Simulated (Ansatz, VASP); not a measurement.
# Two plane-wave programs on Mg2Sn

```
Mg Sn
1.0
     0.00000    3.37395    3.37395
     3.37395    0.00000    3.37395
     3.37395    3.37395    0.00000
Mg Sn
2 1
Direct
  0.25000 0.25000 0.25000
  0.75000 0.75000 0.75000
  0.00000 0.00000 0.00000
```

Alike in both runs: functional PBEsol; k mesh 12 × 12 × 12; occupations fermi-dirac, width 0.1 eV; no spin polarisation.

Ansatz relaxed the structure, and its values are those at the end. VASP's run is a single point on that final structure, the one shown.

```csv
,VASP,Ansatz
version,VASP 6.6.1,Ansatz 0.2.0
potentials or method,"VASP PAW PBE potentials, release 64 (Mg, Sn_d)","PAW with Ansatz's default frozen-core files, scalar-relativistic"
plane-wave cutoff (eV),600,420
valence electrons in the cell,18,34
```

|  | VASP | Ansatz | Ansatz less VASP |
| --- | --- | --- | --- |
| pressure (GPa) | -0.2 | 0.0 | +0.14 |

VASP's potentials were made for PBE, not for PBEsol. VASP's potentials hold 18 valence electrons a cell and Ansatz's 34, so a difference there can come from the potentials and not from the codes.
